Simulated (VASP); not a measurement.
Si, 2 atoms in the cell. Symmetry: P6_3/mmc, No. 194, hexagonal system. Conventional cell: a = 2.665 Å, b = 2.665 Å, c = 4.492 Å, α = 90.00°, β = 90.00°, γ = 120.00°. Within 3.5 Å of Si (site symmetry -6m2) lie 12 Si at 2.66 to 2.72 Å. This isn't the form of Si at room conditions, which is diamond.

| Quantity | Value |
| --- | --- |
| Program | VASP 6.6.1 |
| Task | single point |
| Functional | PBE |
| Potentials or basis | VASP PAW PBE potentials, release 64 (Si) |
| Cutoff | 520 eV |
| k mesh | 22 × 22 × 11 |
| Occupations | fermi-dirac, width 0.1 eV |
| Spin | no spin polarisation |
| Dipole correction | no |
| Further INCAR settings | ALGO = Normal; EDIFF = 1e-07; NBANDS = 11 |

Potentials or basis: VASP PAW PBE potentials, release 64 (Si).

Command:

```bash
$ cat potpaw_PBE.64/Si/POTCAR > POTCAR
$ mpirun -np 1 vasp_std > vasp.out
```

Hardware: 1 thread of Intel Xeon 8259CL, on a shared host.

Q: How long does it take, and how much memory?

A: Wall time 100 s on 1 thread of Intel Xeon 8259CL, on a shared host, peak memory 0.19 GiB. Counts: scf iterations 12, k points 312.
